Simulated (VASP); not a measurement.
# GaP (F-43m) in VASP: a series of runs, part 2 of 2

VASP 6.6.1. The steps go on from the part before.

**4. Single point, PBE (volume scaled by 1.06, then relaxed in part)**

INCAR reads:

```
PREC = Accurate
ENCUT = 520
EDIFF = 1E-6
ISMEAR = -1
SIGMA = 0.02
LREAL = False
LASPH = True
NELM = 60
ALGO = Normal
ISIF = 2
LWAVE = False
LCHARG = False
GGA = PE
NBANDS = 16
```

KPOINTS reads:

```
regular mesh
0
Gamma
  14 14 14
```

POSCAR reads:

```
GaP
1.0
    0.0000000000      2.7786998443      2.7786998443
    2.7786998443      0.0000000000      2.7786998443
    2.7786998443      2.7786998443      0.0000000000
Ga P
1 1
Direct
    0.0000000000      0.0000000000      0.0000000000
    0.2500000000      0.2500000000      0.2500000000
```

Potentials or basis: VASP PAW PBE potentials, release 64 (Ga_d, P).

On the command line:

```
cat potpaw_PBE.64/Ga_d/POTCAR potpaw_PBE.64/P/POTCAR > POTCAR
mpirun -np 1 vasp_std > vasp.out
```

OUTCAR:

```text
PREC = Accurate
   ENCUT = 520
   EDIFF = 1E-6
   ISMEAR = -1
   LREAL = False
   LASPH = True
   NELM = 60
   ISIF = 2
   GGA = PE

 ion  position               nearest neighbor table
   1  0.000  0.000  0.000-   2 2.41   2 2.41   2 2.41   2 2.41
   2  0.250  0.250  0.250-   1 2.41   1 2.41   1 2.41   1 2.41

  LATTYP: Found a face centered cubic cell.
 ALAT       =     5.5573996886

  Lattice vectors:

 A1 = (   0.0000000000,   2.7786998443,   2.7786998443)
 A2 = (   2.7786998443,   0.0000000000,   2.7786998443)
 A3 = (   2.7786998443,   2.7786998443,   0.0000000000)

Analysis of symmetry for initial positions (statically):
=====================================================================
 Subroutine PRICEL returns:
 Original cell was already a primitive cell.

 Routine SETGRP: Setting up the symmetry group for a
 face centered cubic supercell.

 Subroutine GETGRP returns: Found 24 space group operations
 (whereof 24 operations were pure point group operations)
 out of a pool of 48 trial point group operations.

The static configuration has the point symmetry T_d .
[... 154 lines left out ...]
  ---------------------------------------------------
  ext. energy  EPLUGINS =         0.00000000
  ---------------------------------------------------
  free energy    TOTEN  =        -9.12059564 eV

  energy without entropy =       -9.12059564  energy(sigma->0) =       -9.12059564

 E-fermi :   4.4851     XC(G=0):  -9.5707

 val. band max:        4.0743086921   @ k =   0.0000   0.0000   0.0000
 cond. band min:       5.4245720540   @ k =   0.0000   0.0000   0.0000
 fundamental gap:      1.3502633619
 Fermi energy:         4.4851366424

 k-point     1 :       0.0000    0.0000    0.0000
  band No.  band energies     occupation
      1     -10.3882      2.00000
      2     -10.3882      2.00000
      3     -10.3882      2.00000
      4     -10.3050      2.00000
      5     -10.3050      2.00000
      6      -7.9943      2.00000
[... 433 lines left out ...]
      3     -10.3683      2.00000
      4     -10.3119      2.00000
      5     -10.2987      2.00000
      6      -7.1352      2.00000
[... 8 lines left out ...]
     15      14.2488      0.00000
     16      15.1986      0.00000

 [... further k-points ...]
[... 5 lines left out ...]
  --------------------------------------------------------------------------------------
  -------------------------------------------------------------------------------------
  Total       -0.5496869     -0.5496869     -0.5496869      0.0000000      0.0000000     -0.0000000
  in kB      -20.5244263    -20.5244263    -20.5244263      0.0000000      0.0000000     -0.0000000
  external PRESSURE =     -20.5244263 kB  Pullay stress =       0.0000000 kB

 VOLUME and BASIS-vectors are now :
 -----------------------------------------------------------------------------
  energy-cutoff  :      520.00
  volume of cell :       42.91
      direct lattice vectors                 reciprocal lattice vectors
     0.000000000  2.778699844  2.778699844    -0.179940270  0.179940270  0.179940270
     2.778699844  0.000000000  2.778699844     0.179940270 -0.179940270  0.179940270
     2.778699844  2.778699844  0.000000000     0.179940270  0.179940270 -0.179940270

 POSITION                                       TOTAL-FORCE (eV/Angst)
 -----------------------------------------------------------------------------------
      0.00000      0.00000      0.00000         0.000000      0.000000      0.000000
      1.38935      1.38935      1.38935        -0.000000     -0.000000     -0.000000
 -----------------------------------------------------------------------------------
    total drift:                                0.000002      0.000002      0.000002

  FREE ENERGIE OF THE ION-ELECTRON SYSTEM (eV)
  ---------------------------------------------------
  free  energy   TOTEN  =        -9.1205956438 eV

  energy  without entropy=       -9.1205956438  energy(sigma->0) =       -9.12059564
```

OSZICAR:

```text
N       E                     dE             d eps       ncg     rms          rms(c)
DAV:   1     0.806306911822E+02    0.80631E+02   -0.89429E+03  3440   0.160E+03
DAV:   2    -0.295598232873E+01   -0.83587E+02   -0.79797E+02  3896   0.307E+02
DAV:   3    -0.926666998697E+01   -0.63107E+01   -0.62907E+01  4128   0.654E+01
DAV:   4    -0.937093057589E+01   -0.10426E+00   -0.10424E+00  4208   0.920E+00
DAV:   5    -0.937303673333E+01   -0.21062E-02   -0.21061E-02  4184   0.114E+00    0.398E+00
DAV:   6    -0.914220452070E+01    0.23083E+00   -0.37590E-01  5224   0.980E+00    0.260E+00
DAV:   7    -0.911966325858E+01    0.22541E-01   -0.84145E-02  4400   0.187E+00    0.106E+00
DAV:   8    -0.912003123401E+01   -0.36798E-03   -0.12474E-02  3928   0.133E+00    0.155E-01
DAV:   9    -0.912043892933E+01   -0.40770E-03   -0.12964E-03  4280   0.511E-01    0.848E-02
DAV:  10    -0.912051931595E+01   -0.80387E-04   -0.11169E-04  4968   0.103E-01    0.440E-02
DAV:  11    -0.912059606078E+01   -0.76745E-04   -0.10784E-04  3880   0.863E-02    0.531E-03
DAV:  12    -0.912059564382E+01    0.41696E-06   -0.31014E-06  4088   0.220E-02
   1 F= -.91205956E+01 E0= -.91205956E+01  d E =-.142597E-11
```

stdout:

```text
POSCAR found type information on POSCAR GaP
 POSCAR found :  2 types and       2 ions
 scaLAPACK will be used
 LDA part: xc-table for (Slater+PW92), standard interpolation
 POSCAR, INCAR and KPOINTS ok, starting setup
 FFT: planning ... GRIDC
 FFT: planning ... GRID_SOFT
 FFT: planning ... GRID
 WAVECAR not read
 entering main loop
```

Wall time 27 s (1 thread of Intel Xeon 6975P-C (Granite Rapids), shared host); peak memory 0.21 GiB.

Results:

```
Free energy            : -9.1206 eV
Pressure               : -2.1 GPa
Band gap on the k mesh : 1.35 eV, direct
```

**5. The runs side by side**

| cell | gap on the mesh (eV) | pressure (GPa) |
| --- | --- | --- |
| a = 3.880 Å, angles 60.0°, 2 atoms | 1.61 | 0.8 |
| a = 3.905 Å, angles 60.0°, 2 atoms | 1.50 | -0.7 |
| a = 3.930 Å, angles 60.0°, 2 atoms | 1.35 | -2.1 |

Alike in all rows: task single point; level PBE; potentials or basis VASP PAW PBE potentials, release 64 (Ga_d, P); no spin polarisation; k mesh 14 × 14 × 14; cutoff (eV) 520; smearing fermi-dirac 0.02 eV.

Absolute energies hang on the potentials; compare differences alone.
